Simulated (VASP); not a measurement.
Crystal: C.

```
C
1.0
     2.12732   -1.22828    0.00000
     2.12732    1.22828    0.00000
    -1.37907    0.00000    3.50283
C
2
Direct
  0.16664 0.16664 0.99991
  0.83336 0.83336 0.00009
```

```yaml
Program: VASP 6.6.1
Task: relaxation of cell and atoms
Functional: PBE
Potentials_or_basis: VASP PAW PBE potentials, release 64 (C)
Cutoff: 600 eV
k_mesh: 13 × 13 × 8
Occupations: fermi-dirac, width 0.05 eV
Spin: no spin polarisation
```

At the start: pressure 3.8 GPa; volume 9.15 Å³/atom.

Q: How do energy, volume and symmetry change on relaxing?

A: Over 31 steps the energy falls by 7.6 meV/atom and the volume is 10.50 Å³/atom (+14.8 %); space group R-3m (No. 166, to 0.1 Å) before and after.

The path:
```tsv
step	energy change (eV)	largest force (eV/Å)	pressure (GPa)	volume (Å³)
1	0.0000	0.0045	3.84	18.31
2	0.0079	0.0077	-6.27	18.89
3	-0.0025	0.0020	0.35	18.50
4	-0.0035	0.0039	0.35	18.59
5	-0.0062	0.0199	0.29	18.85
6	-0.0101	0.0528	0.26	19.39
7	-0.0140	0.1200	0.28	20.46
8	-0.0125	0.4636	-0.16	20.69
9	-0.0144	0.0694	0.14	20.53
10	-0.0145	0.0392	-0.10	20.63
11	-0.0145	0.0296	-0.04	20.60
12	-0.0145	0.1148	0.18	20.63
13	-0.0146	0.0441	0.09	20.61
14	-0.0146	0.0138	0.23	20.64
15	-0.0147	0.0056	0.29	20.65
16	-0.0147	0.0500	0.06	20.70
17	-0.0147	0.0585	0.04	20.70
18	-0.0148	0.0378	-0.06	20.73
19	-0.0148	0.0204	-0.23	20.78
20	-0.0149	0.0220	-0.07	20.80
21	-0.0149	0.0244	0.02	20.80
22	-0.0149	0.0311	0.14	20.81
23	-0.0149	0.0066	0.18	20.82
24	-0.0149	0.0279	0.20	20.83
25	-0.0150	0.0308	0.15	20.85
26	-0.0150	0.0405	-0.01	20.90
27	-0.0150	0.0187	-0.03	20.92
28	-0.0150	0.0367	-0.06	20.94
29	-0.0151	0.0342	-0.04	20.96
30	-0.0151	0.0300	0.00	21.01
31	-0.0151	0.0019	0.05	21.01
```

Final structure:
```
CELL_PARAMETERS angstrom
2.13627 -1.23359 -0.00471
2.13627 1.23359 -0.00471
-1.39262 0.00000 3.98936
ATOMIC_POSITIONS crystal
C 0.16667 0.16667 0.00000
C 0.83333 0.83333 0.00000
```

Caveat: this functional lacks dispersion, which binds the layers, so the pressure and a relaxed spacing across them are unreliable.
